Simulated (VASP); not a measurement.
# ZnO (pbe) (P6_3mc) in VASP: further runs

The runs below take ZnO (pbe) through single point, with PBE.

Everything below comes from runs of VASP 6.6.1. Logs are shortened: lines on timing, memory, paths and dates and some standing lists are left out, and cuts for length are marked.

**Measured values to compare with.**

“Electronic structure of alkaline earth and post-transition metal oxides”, 2009, arxiv:0908.1581 quotes, for a bulk crystal of ZnO: band gap 3.37 eV.

How close the calculation comes is told below.

## 1. The cell of the first run

It takes space group P6_3mc (No. 186, hexagonal). The conventional cell has a = 3.249 Å, b = 3.249 Å, c = 5.204 Å, α = 90.00°, β = 90.00°, γ = 120.00°. Zn (site symmetry 3m) has 4 O at 1.97 to 1.99 Å within 2.6 Å. O (site symmetry 3m) has 4 Zn at 1.97 to 1.99 Å within 2.6 Å.

## 2. Single point, PBE

The input, INCAR:

```
PREC = Accurate ; ENCUT = 520
EDIFF = 1E-6 ; ISMEAR = 0
SIGMA = 0.1 ; LREAL = F
LASPH = T ; NELM = 60
ALGO = Normal ; ISIF = 2
LWAVE = F ; LCHARG = F
GGA = PE ; NBANDS = 26
```

The input, KPOINTS:

```
Automatic mesh
0
Gamma
  6 6 4
```

The input, POSCAR:

```
ZnO
1.0
    3.2494000000      0.0000000000      0.0000000000
   -1.6247000000      2.8140629500      0.0000000000
    0.0000000000      0.0000000000      5.2038000000
Zn O
2 2
Direct
    0.3333333300      0.6666666700      0.0000000000
    0.6666666700      0.3333333300      0.5000000000
    0.3333333300      0.6666666700      0.3830000000
    0.6666666700      0.3333333300      0.8830000000
```

Potentials or basis: VASP PAW PBE potentials, release 64 (Zn, O).

The run is started by

```bash
$ cat potpaw_PBE.64/Zn/POTCAR potpaw_PBE.64/O/POTCAR > POTCAR
$ mpirun -np 1 vasp_std > vasp.out
```

OUTCAR:

```text
PREC = Accurate
   ENCUT = 520
   EDIFF = 1E-6
   ISMEAR = 0
   LREAL = F
   LASPH = T
   NELM = 60
   ISIF = 2
   GGA = PE

 ion  position               nearest neighbor table
   1  0.333  0.667  0.000-   4 1.97   4 1.97   4 1.97   3 1.99
   2  0.667  0.333  0.500-   3 1.97   3 1.97   3 1.97   4 1.99
   3  0.333  0.667  0.383-   2 1.97   2 1.97   2 1.97   1 1.99
   4  0.667  0.333  0.883-   1 1.97   1 1.97   1 1.97   2 1.99

  LATTYP: Found a hexagonal cell.
 ALAT       =     3.2494000000
 C/A-ratio  =     1.6014648858

  Lattice vectors:

 A1 = (   3.2494000000,   0.0000000000,   0.0000000000)
 A2 = (  -1.6247000000,   2.8140629500,   0.0000000000)
 A3 = (   0.0000000000,   0.0000000000,   5.2038000000)

Analysis of symmetry for initial positions (statically):
=====================================================================
 Subroutine PRICEL returns:
 Original cell was already a primitive cell.

 Routine SETGRP: Setting up the symmetry group for a
 hexagonal supercell.

 Subroutine GETGRP returns: Found 12 space group operations
 (whereof  6 operations were pure point group operations)
 out of a pool of 24 trial point group operations.

The static configuration has the point symmetry C_3v.
 The point group associated with its full space group is C_6v.

Analysis of symmetry for dynamics (positions and initial velocities):
=====================================================================
 Subroutine PRICEL returns:
 Original cell was already a primitive cell.

 Routine SETGRP: Setting up the symmetry group for a
 hexagonal supercell.

 Subroutine GETGRP returns: Found 12 space group operations
 (whereof  6 operations were pure point group operations)
 out of a pool of 24 trial point group operations.

The dynamic configuration has the point symmetry C_3v.
 The point group associated with its full space group is C_6v.

 Subroutine INISYM returns: Found 12 space group operations
 (whereof  6 operations are pure point group operations),
 and found     1 'primitive' translations

----------------------------------------------------------------------------------------

                                     Primitive cell

  volume of cell :      47.5836

  direct lattice vectors                    reciprocal lattice vectors
     3.249400000  0.000000000  0.000000000     0.307749123  0.177679039  0.000000000
    -1.624700000  2.814062950  0.000000000     0.000000000  0.355358078  0.000000000
     0.000000000  0.000000000  5.203800000     0.000000000  0.000000000  0.192167262

  length of vectors
     3.249400000  3.249400003  5.203800000     0.355358078  0.355358078  0.192167262

  position of ions in fractional coordinates (direct lattice)
     0.333333330  0.666666670  0.000000000
     0.666666670  0.333333330  0.500000000
     0.333333330  0.666666670  0.383000000
     0.666666670  0.333333330  0.883000000

  ion indices of the primitive-cell ions
   primitive index   ion index
                 1           1
                 2           2
                 3           3
                 4           4

----------------------------------------------------------------------------------------

 KPOINTS: Automatic mesh

Automatic generation of k-mesh.
 Grid dimensions read from file:
 generate k-points for:    6    6    4

 Generating k-lattice:

  Cartesian coordinates                     Fractional coordinates (reciprocal lattice)
     0.051291520  0.029613173  0.000000000     0.166666667  0.000000000  0.000000000
     0.000000000  0.059226346  0.000000000     0.000000000  0.166666667  0.000000000
     0.000000000  0.000000000  0.048041816     0.000000000  0.000000000  0.250000000

  Length of vectors
     0.059226346  0.059226346  0.048041816

  Shift w.r.t. Gamma in fractional coordinates (k-lattice)
     0.000000000  0.000000000  0.000000000

 Subroutine IBZKPT returns following result:
 ===========================================

 Found     21 irreducible k-points:

 Following reciprocal coordinates:
            Coordinates               Weight
  0.000000  0.000000  0.000000      1.000000
  0.166667  0.000000  0.000000      6.000000
  0.333333  0.000000  0.000000      6.000000
  0.500000  0.000000  0.000000      3.000000
  0.166667  0.166667  0.000000      6.000000
  0.333333  0.166667  0.000000     12.000000
[... 13 lines left out ...]
  0.333333  0.166667  0.500000     12.000000
  0.333333  0.333333  0.500000      2.000000
   k-points           NKPTS =     21   k-points in BZ     NKDIM =     21   number of bands    NBANDS=     26
   number of dos      NEDOS =    301   number of ions     NIONS =      4
   total plane-waves  NPLWV =  23040
   dimension x,y,z NGX =    24 NGY =   24 NGZ =   40
   dimension x,y,z NGXF=    48 NGYF=   48 NGZF=   80
   ions per type =               2   2
   NGX,Y,Z   is equivalent  to a cutoff of  12.28, 12.28, 12.78 a.u.
   NGXF,Y,Z  is equivalent  to a cutoff of  24.56, 24.56, 25.56 a.u.
 SYSTEM =  unknown system
   PREC   = accura    normal or accurate (medium, high low for compatibility)
   ISTART =      0    job   : 0-new  1-cont  2-samecut
   ICHARG =      2    charge: 1-file 2-atom 10-const
   ISPIN  =      1    spin polarized calculation?
   LNONCOLLINEAR =      F non collinear calculations
   LSORBIT =      F    spin-orbit coupling
   LASPH  =      T    aspherical Exc in radial PAW
   ENCUT  =  520.0 eV  38.22 Ry    6.18 a.u.   6.04  6.04  9.68*2*pi/ulx,y,z
   NELM   =     60;   NELMIN=  2; NELMDL= -5     # of ELM steps
   EDIFF  = 0.1E-05   stopping-criterion for ELM
   LREAL  =      F    real-space projection
   EDIFFG = 0.1E-04   stopping-criterion for IOM
   NSW    =      0    number of steps for IOM
   IBRION =     -1    ionic relax: 0-MD 1-quasi-New 2-CG
   NFREE  =      0    steps in history (QN), initial steepest desc. (CG)
   ISIF   =      2    stress and relaxation
   ISYM   =      2    0-nonsym 1-usesym 2-fastsym
   POTIM  = 0.5000    time-step for ionic-motion
   TEBEG  =    0.0;   TEEND  =   0.0 temperature during run
   PSTRESS=    0.0 pullay stress
   NELECT =      36.0000    total number of electrons
   NUPDOWN=      -1.0000    fix difference up-down
   EMIN   =  10.00;   EMAX   =-10.00  energy-range for DOS
   EFERMI =   0.00;   METHOD = LEGACY
   ISMEAR =     0;   SIGMA  =   0.10  broadening in eV -4-tet -1-fermi 0-gaus
   EFERMI_NEDOS =   21; number of points for ismear=-14 and -15
   IALGO  =     38    algorithm
   IMIX   =      4    mixing-type and parameters
     AMIX     =   0.40;   BMIX     =  1.00
     AMIX_MAG =   1.60;   BMIX_MAG =  1.00
  volume/ion in A,a.u.               =      11.90        80.28
  Fermi-wavevector in a.u.,A,eV,Ry     =   1.491729  2.818958 30.276420  2.225254
  Thomas-Fermi vector in A             =   2.604347
   LORBIT       =      0    0 simple, 1 ext, 2 COOP (PROOUT), +10 PAW based schemes
   GGA     = PE    functional components
   LHFCALC =     F    Hartree Fock is set to
   AEXX    =    0.0000 exact exchange contribution
   IVDW    =     0    specifies the selected vdW correction
   LEPSILON=     F    determine dielectric tensor
   LRPA    =     F    only Hartree local field effects (RPA)
 non-spin polarized calculation
 Gauss-broadening in eV      SIGMA  =   0.10
  energy-cutoff  :      520.00
  volume of cell :       47.58
 maximum number of plane-waves:      1302
   NGX = 13   NGY = 13   NGZ = 19

 number of electron      36.0000016 magnetization

 Free energy of the ion-electron system (eV)
  ---------------------------------------------------
  ext. energy  EPLUGINS =         0.00000000
  ---------------------------------------------------
  free energy    TOTEN  =       -17.81966181 eV

  energy without entropy =      -17.81966181  energy(sigma->0) =      -17.81966181

 E-fermi :   1.6105     XC(G=0): -10.9122

 val. band max:        1.2117009323   @ k =   0.0000   0.0000   0.0000
 cond. band min:       2.0001214548   @ k =   0.0000   0.0000   0.0000
 fundamental gap:      0.7884205226
 Fermi energy:         1.6104509619

 k-point     1 :       0.0000    0.0000    0.0000
  band No.  band energies     occupation
      1     -16.8848      2.00000
      2     -16.1560      2.00000
      3      -4.5027      2.00000
      4      -4.5027      2.00000
      5      -4.4019      2.00000
      6      -4.3966      2.00000
[... 18 lines left out ...]
     25      15.3156      0.00000
     26      15.3156      0.00000

 k-point     2 :       0.1667    0.0000    0.0000
  band No.  band energies     occupation
      1     -16.7386      2.00000
      2     -16.0940      2.00000
      3      -4.6511      2.00000
      4      -4.4162      2.00000
      5      -4.3752      2.00000
      6      -4.2957      2.00000
[... 18 lines left out ...]
     25      15.2696      0.00000
     26      15.5427      0.00000

 k-point     3 :       0.3333    0.0000    0.0000
  band No.  band energies     occupation
      1     -16.4094      2.00000
      2     -15.9912      2.00000
      3      -4.8012      2.00000
      4      -4.4486      2.00000
      5      -4.2721      2.00000
      6      -4.0607      2.00000
[... 18 lines left out ...]
     25      14.6673      0.00000
     26      15.3027      0.00000

 k-point     4 :       0.5000    0.0000    0.0000
  band No.  band energies     occupation
      1     -16.2000      2.00000
      2     -15.9762      2.00000
      3      -4.7184      2.00000
      4      -4.5393      2.00000
      5      -4.2229      2.00000
      6      -3.8538      2.00000
[... 18 lines left out ...]
     25      14.4851      0.00000
     26      15.4432      0.00000

 k-point     5 :       0.1667    0.1667    0.0000
  band No.  band energies     occupation
      1     -16.4993      2.00000
      2     -16.0122      2.00000
      3      -4.6968      2.00000
      4      -4.4775      2.00000
      5      -4.2414      2.00000
      6      -4.2351      2.00000
[... 18 lines left out ...]
     25      13.8133      0.00000
     26      16.4354      0.00000

 k-point     6 :       0.3333    0.1667    0.0000
  band No.  band energies     occupation
      1     -16.2081      2.00000
      2     -15.9719      2.00000
      3      -4.6149      2.00000
      4      -4.3750      2.00000
      5      -4.2173      2.00000
      6      -4.0040      2.00000
[... 340 lines left out ...]
 k-point    18 :       0.5000    0.0000    0.5000
  band No.  band energies     occupation
      1     -16.0787      2.00000
      2     -16.0787      2.00000
      3      -4.9072      2.00000
      4      -4.9072      2.00000
      5      -4.0026      2.00000
      6      -4.0026      2.00000
[... 18 lines left out ...]
     25      14.9328      0.00000
     26      14.9328      0.00000

 k-point    19 :       0.1667    0.1667    0.5000
  band No.  band energies     occupation
      1     -16.2537      2.00000
      2     -16.2537      2.00000
      3      -4.8267      2.00000
      4      -4.8267      2.00000
      5      -4.2722      2.00000
      6      -4.2722      2.00000
[... 18 lines left out ...]
     25      14.6744      0.00000
     26      14.6744      0.00000

 k-point    20 :       0.3333    0.1667    0.5000
  band No.  band energies     occupation
      1     -16.0808      2.00000
      2     -16.0808      2.00000
      3      -4.7648      2.00000
      4      -4.7648      2.00000
      5      -4.1327      2.00000
      6      -4.1327      2.00000
[... 18 lines left out ...]
     25      15.4192      0.00000
     26      15.4192      0.00000

 k-point    21 :       0.3333    0.3333    0.5000
  band No.  band energies     occupation
      1     -16.0241      2.00000
      2     -16.0241      2.00000
      3      -4.5115      2.00000
      4      -4.5115      2.00000
      5      -4.2689      2.00000
      6      -4.2689      2.00000
[... 18 lines left out ...]
     25      16.9545      0.00000
     26      16.9546      0.00000

------------------------ aborting loop because EDIFF is reached ----------------------------------------

  FORCE on cell =-STRESS in cart. coord.  units (eV):
  Direction    XX          YY          ZZ          XY          YZ          ZX
  --------------------------------------------------------------------------------------
  -------------------------------------------------------------------------------------
  Total        1.8137522      1.8137522      1.7514274      0.0000000      0.0000000      0.0000000
  in kB       61.0704258     61.0704259     58.9719041      0.0000000      0.0000000      0.0000000
  external PRESSURE =      60.3709186 kB  Pullay stress =       0.0000000 kB

 VOLUME and BASIS-vectors are now :
 -----------------------------------------------------------------------------
  energy-cutoff  :      520.00
  volume of cell :       47.58
      direct lattice vectors                 reciprocal lattice vectors
     3.249400000  0.000000000  0.000000000     0.307749123  0.177679039  0.000000000
    -1.624700000  2.814062950  0.000000000     0.000000000  0.355358078  0.000000000
     0.000000000  0.000000000  5.203800000     0.000000000  0.000000000  0.192167262

 POSITION                                       TOTAL-FORCE (eV/Angst)
 -----------------------------------------------------------------------------------
     -0.00000      1.87604      0.00000        -0.000000     -0.000000      0.062782
      1.62470      0.93802      2.60190         0.000000      0.000000      0.062782
     -0.00000      1.87604      1.99306         0.000000     -0.000000     -0.062782
      1.62470      0.93802      4.59496        -0.000000      0.000000     -0.062782
 -----------------------------------------------------------------------------------
    total drift:                               -0.000016      0.000009     -0.000061

  FREE ENERGIE OF THE ION-ELECTRON SYSTEM (eV)
  ---------------------------------------------------
  free  energy   TOTEN  =       -17.8196618128 eV

  energy  without entropy=      -17.8196618126  energy(sigma->0) =      -17.81966181
```

It took 32 s on 1 thread of AMD EPYC 7R43 (Zen 3), shared host; peak memory 0.13 GiB.

What came out:

* Free energy: -17.8197 eV
* Pressure: 6.0 GPa
* Largest force: 0.063 eV/Å
* Band gap on the k mesh: 0.79 eV, direct

Forces on the atoms (eV/Å):
```
Zn   0.000  0.000  0.063
Zn   0.000  0.000  0.063
O    0.000  0.000 -0.063
O    0.000  0.000 -0.063
```

Expect the measured gap to be larger: semilocal functionals such as PBE lack the derivative discontinuity.

(Continued in part 2 of 3.)
